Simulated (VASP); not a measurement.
# Ba: electric field gradients with r2SCAN

Ba:

```xyz
1
Lattice="0.0000 3.2055 3.2055 3.2055 0.0000 3.2055 3.2055 3.2055 0.0000" Properties=species:S:1:pos:R:3 pbc="T T T"
Ba    0.0000    0.0000    0.0000
```

This isn't the form of Ba at room conditions, which is bcc.

```yaml
Program: VASP 6.6.1
Task: electric field gradients
Functional: r2SCAN
Potentials_or_basis: VASP PAW PBE potentials, release 64 (Ba_sv)
Cutoff: 440 eV
k_mesh: 9 × 9 × 9
Occupations: fermi-dirac, width 0.05 eV
Spin: no spin polarisation
Dipole_correction: no
Further_INCAR_settings: ALGO = Normal; EDIFF = 1e-08; NBANDS = 11
```

| Quantity | Value |
| --- | --- |
| Pressure | 0.1 GPa |
| Band gap on the k mesh | zero (bands 5 and 6 overlap by 0.13 eV) |
| Largest electric field gradient by atom | under 0.05 V/Å² on every atom |

Levels at points of the mesh, in eV from the Fermi level:
```tsv
k point	band 1	band 2	band 3	band 4	band 5	band 6	band 7	band 8	band 9	band 10
(0.00, 0.00, 0.00)	-30.10	-14.66	-14.66	-14.66	-2.98	1.91	1.91	1.91	3.46	3.46
```

Wall time 110 s on 1 thread of Intel Xeon 8259CL, on a shared host, peak memory 0.19 GiB.

Caveat: the PAW data sets were made with another functional, which shifts forces and pressure a little; spin-orbit coupling is left out, which moves the levels of the heavy elements.
